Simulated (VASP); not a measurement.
A run of VASP 6.6.1:

INCAR

```
PREC     = Accurate       # precision mode
ENCUT    = 600            # plane-wave cutoff, eV
EDIFF    = 1E-6           # SCF threshold, eV
ISMEAR   = 0              # smearing method
SIGMA    = 0.1            # smearing width, eV
LREAL    = False          # projectors in reciprocal space
LASPH    = True           # aspherical terms in the spheres
NELM     = 120            # most SCF steps
ALGO     = Normal         # electronic algorithm
ISIF     = 2              # what is computed and relaxed
LWAVE    = False          # write WAVECAR
LCHARG   = True           # write CHGCAR
GGA      = PE             # functional
LELF     = True           # ELF
LVHAR    = True         
NBANDS   = 20             # bands
GGA_COMPAT= False
```

File KPOINTS:

```
Automatic mesh
0
Gamma
  6 6 4
```

POSCAR

```
Al2O3
1.0
    3.2070492400      0.0000000000      0.0000000000
    0.0000000000      3.2070492400      0.0000000000
    0.0000000000      0.0000000000      6.7559874800
Al O
2 3
Direct
    0.5000000000      0.5000000000      0.2228282500
    0.5000000000      0.5000000000      0.7771717500
    0.0000000000      0.0000000000      0.5000000000
    0.5000000000      0.5000000000      0.3890551900
    0.5000000000      0.5000000000      0.6109448100
```

Potentials or basis: VASP PAW PBE potentials, release 64 (Al, O).

Launch:

```bash
$ cat potpaw_PBE.64/Al/POTCAR potpaw_PBE.64/O/POTCAR > POTCAR
$ mpirun -np 1 vasp_std > vasp.out
```

Hardware: 1 thread of AMD EPYC 7R13 (shared host).

How long does it take, and how much memory?

Wall time 91 s on 1 thread of AMD EPYC 7R13, on a shared host, peak memory 0.18 GiB. Counts: scf iterations 18, k points 30.
